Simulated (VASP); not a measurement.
A run of VASP 6.6.1 is set up as follows.

The input INCAR:

```
PREC = Accurate
ENCUT = 600
EDIFF = 1E-6
ISMEAR = 0
SIGMA = 0.1
LREAL = False
LASPH = True
NELM = 60
ALGO = Fast
ISIF = 3
LWAVE = False
LCHARG = False
GGA = PE
IBRION = 2
NSW = 100
EDIFFG = -0.01
```

The input KPOINTS:

```
Automatic mesh
0
Gamma
  12 12 12
```

POSCAR

```
Li3H
1.0
    3.8662613382      0.0000000000      0.0000000000
    0.0000000000      3.8662613382      0.0000000000
    0.0000000000      0.0000000000      3.8662613382
Li H
3 1
Direct
    0.0000000000      0.5000000000      0.5000000000
    0.5000000000      0.0000000000      0.5000000000
    0.5000000000      0.5000000000      0.0000000000
    0.0000000000      0.0000000000      0.0000000000
```

Potentials or basis: VASP PAW PBE potentials, release 64 (Li_sv, H).

The run is started by

```sh
$ cat potpaw_PBE.64/Li_sv/POTCAR potpaw_PBE.64/H/POTCAR > POTCAR
$ mpirun -np 1 vasp_std > vasp.out
```

Question: Predict the relaxed volume.

Answer: 14.58 Å³/atom.

Question: Predict the band gap on the k mesh.

Answer: Zero (bands 5 and 6 overlap by 1.14 eV).

Question: What does it give for the space group after relaxing (to 0.1 Å)?

Answer: Pm-3m (No. 221).

Question: What does it give for the relaxed cell?

Answer: a = 3.878 Å, b = 3.878 Å, c = 3.878 Å, α = 90.00°, β = 90.00°, γ = 90.00°.

The path:
```tsv
step	energy change (eV)	largest force (eV/Å)	pressure (GPa)	volume (Å³)
1	0.0000	0.0000	0.23	57.79
2	-0.0002	0.0000	0.16	57.97
3	-0.0004	0.0000	0.05	58.33
```

Caveat: the cutoff is under 1.25 times the usual one of these potentials, so pressure, stress and relaxed cells hold a basis-set (Pulay) error.
